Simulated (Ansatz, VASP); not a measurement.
One calculation of TaF3, two programs

```
Ta F
1.0
     3.84268    0.00000    0.00000
     0.00000    3.84268    0.00000
     0.00000    0.00000    3.78416
Ta F
1 3
Cartesian
  0.0000 0.0000 0.0000
  1.9213 0.0000 0.0000
  0.0000 1.9213 0.0000
  0.0000 0.0000 1.8921
```

Change from the starting cell: strain -0.015 along x and y, -0.030 along z, atoms carried along.

Alike in both runs: task single point; functional PBEsol; k mesh 12 × 12 × 12; occupations gaussian, width 0.15 eV; no spin polarisation.

|  | VASP | Ansatz |
| --- | --- | --- |
| version | VASP 6.6.1 | Ansatz 0.2.0 |
| potentials or method | VASP PAW PBE potentials, release 64 (Ta_pv, F), cutoff 520 eV | scalar-relativistic, plane waves, PAW |
| valence electrons in the cell | 32 | 34 |

```csv
,VASP,Ansatz,Ansatz less VASP
gap on the k mesh at the Fermi level (eV),none,none,-
pressure (GPa),35.0,34.2,-0.79
"traceless stress, the component that is largest in VASP (GPa)",5.69,5.56,-0.125
```

VASP's potentials were made for PBE, not for PBEsol. A gap of «none» marks a metal or a gap that the smearing closes. Both programs put the cell under a high pressure, so it lies far from rest at this level. VASP's potentials hold 32 valence electrons a cell and Ansatz's 34, so a difference there can come from the potentials and not from the codes.

Neither program's run includes spin-orbit coupling.
